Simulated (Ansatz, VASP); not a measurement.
InP in VASP and in Ansatz

INCAR

```
SYSTEM = InP
PREC     = Accurate       ! precision mode
ENCUT    = 500            ! plane-wave cutoff, eV
EDIFF    = 1E-7           ! SCF threshold, eV
ISMEAR   = -1             ! smearing method
SIGMA    = 0.05           ! smearing width, eV
LREAL    = .FALSE.        ! projectors in reciprocal space
LASPH    = .TRUE.         ! aspherical terms in the spheres
NELM     = 120            ! most SCF steps
ALGO     = Normal         ! electronic algorithm
ISIF     = 3              ! what is computed and relaxed
LWAVE    = .FALSE.        ! write WAVECAR
LCHARG   = .FALSE.        ! write CHGCAR
GGA      = LIBXC          ! functional
LIBXC1   = GGA_X_B88    
LIBXC2   = GGA_C_PBE    
IBRION   = 2              ! ionic algorithm
NSW      = 60             ! ionic steps
EDIFFG   = -0.01          ! ionic threshold
GGA_COMPAT= .FALSE.      
NELMIN   = 4
```

File KPOINTS:

```
Automatic mesh
0
G
  8 8 8
  0 0 0
```

The input POSCAR:

```
InP
1.0
    0.0000000000      2.9305000000      2.9305000000
    2.9305000000      0.0000000000      2.9305000000
    2.9305000000      2.9305000000      0.0000000000
In P
1 1
Direct
    0.0000000000      0.0000000000      0.0000000000
    0.7500000000      0.7500000000      0.7500000000
```

Contents of input.yaml:

```yaml
crystal:
  lattice:
    - [0.0, 2.9305, 2.9305]
    - [2.9305, 0.0, 2.9305]
    - [2.9305, 2.9305, 0.0]
  atoms:
    - { symbol: In, position: [0.0, 0.0, 0.0] }
    - { symbol: P, position: [0.75, 0.75, 0.75] }
hamiltonian:
  xc: { exchange: b88, correlation: pbe }
  pseudopotentials: { kind: paw }
kpoints:
  mp_grid: { grid: [8, 8, 8] }
scf:
  occupations: { method: fermi_dirac, width: 0.05 }
output:
  forces: true
  stress: true
  write_density: true
  write_potential: true
  elf: true
  volumetric_format: npy
relax:
  f_tol: 0.01
  max_steps: 40
  cell: { stress_tol: 0.05 }
```

Alike in both runs: task relaxation of cell and atoms; functional b88 exchange, pbe correlation; k mesh 8 × 8 × 8; occupations fermi-dirac, width 0.05 eV; no spin polarisation.

```csv
,VASP,Ansatz
version,VASP 6.6.1,Ansatz 0.2.0
potentials or method,"VASP PAW PBE potentials, release 64 (In_d, P)",Ansatz PAW
plane-wave cutoff (eV),500,420
valence electrons in the cell,18,18
```

|  | VASP | Ansatz | Ansatz less VASP |
| --- | --- | --- | --- |
| gap on the k mesh at the Fermi level, each at its own relaxed structure (eV) | 0.43 | 0.43 | -0.003 |
| relaxed volume (Å³/atom) | 26.40 | 26.43 | +0.032 |
| relaxed cell length with the largest relative difference (Å) | 4.211 | 4.213 | +0.0017 |

VASP's potentials were made for PBE, not for b88 exchange, pbe correlation.

Noted on Ansatz's run: the plane-wave basis is chosen anew once the cell has moved, so the energies of steps on either side of that aren't comparable.
